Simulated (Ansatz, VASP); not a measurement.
**Cu: VASP beside Ansatz**

```
CELL_PARAMETERS angstrom
0.00000 -1.80750 -1.80750
0.00000 1.80750 -1.80750
3.61500 0.00000 0.00000
ATOMIC_POSITIONS crystal
Cu 0.50000 0.50000 0.55187
Cu 0.00000 0.00000 0.94813
```

Change from the starting cell: mode 6 (219.1 1/cm) frozen in, largest displacement +0.188 Å.

Alike in both runs: task single point; functional LDA; k mesh 18 × 18 × 14; occupations gaussian, width 0.15 eV; no spin polarisation.

|  | VASP | Ansatz |
| --- | --- | --- |
| version | VASP 6.6.1 | Ansatz 0.2.0 |
| potentials or method | VASP PAW LDA potentials, release 64 (Cu), cutoff 520 eV | scalar-relativistic, plane waves, PAW |
| valence electrons in the cell | 22 | 38 |

```csv
,VASP,Ansatz,Ansatz less VASP
gap on the k mesh at the Fermi level (eV),none,none,-
pressure (GPa),1.4,0.4,-1.02
"traceless stress, the component that is largest in VASP (GPa)",-1.12,-1.09,+0.029
rms of the force components (eV/Å),1.391,1.381,-0.0109
```

LDA's correlation is that of Perdew and Zunger in VASP and of Perdew and Wang (1992) in Ansatz. Atom by atom the forces differ by 0.011 eV/Å (rms over components). A gap of «none» marks a metal or a gap that the smearing closes. VASP's potentials hold 22 valence electrons a cell and Ansatz's 38, so a difference there can come from the potentials and not from the codes.
